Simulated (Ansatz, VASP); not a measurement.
**SnSe in VASP and in Ansatz**

INCAR

```
PREC = Accurate
ENCUT = 520
EDIFF = 1E-6
ISMEAR = -1
SIGMA = 0.01
LREAL = F
LASPH = T
NELM = 100
ALGO = Normal
ISIF = 2
LWAVE = F
LCHARG = F
GGA = PE
NBANDS = 17
```

The input KPOINTS:

```
regular mesh
0
Gamma
  7 7 7
```

Contents of POSCAR:

```
SnSe
1.0
    0.0000000000      3.0348771612      3.0348771612
    3.0348771612      0.0000000000      3.0348771612
    3.0348771612      3.0348771612      0.0000000000
Sn Se
1 1
Direct
    0.0000000000      0.0000000000      0.0000000000
    0.5000000000      0.5000000000      0.5000000000
```

Input for Ansatz:

```yaml
crystal:
  lattice:
    - [0.0, 3.0348771612, 3.0348771612]
    - [3.0348771612, 0.0, 3.0348771612]
    - [3.0348771612, 3.0348771612, 0.0]
  atoms:
    - { symbol: Sn, position: [0.0, 0.0, 0.0] }
    - { symbol: Se, position: [0.5, 0.5, 0.5] }
kpoints:
  mp_grid: { grid: [7, 7, 7] }
scf:
  occupations: { method: fermi_dirac, width: 0.01 }
hamiltonian:
  xc: pbe
  pseudopotentials: { kind: all_electron, lapw: { basis_error: 0.0005 } }
output:
  forces: true
  stress: true
  eigenvalues: true
```

Change from the starting cell: volume scaled by 1.025.

Alike in both runs: task single point; functional PBE; k mesh 7 × 7 × 7; occupations fermi-dirac, width 0.01 eV; no spin polarisation.

|  | VASP | Ansatz |
| --- | --- | --- |
| version | VASP 6.6.1 | Ansatz 0.2.0 |
| potentials or method | VASP PAW PBE potentials, release 64 (Sn_d, Se), cutoff 520 eV | all-electron LAPW, scalar-relativistic |

```tsv
	VASP	Ansatz	Ansatz less VASP
pressure (GPa)	-0.3	-0.3	+0.01
```

Ansatz ran all-electron here, and VASP with PAW potentials.
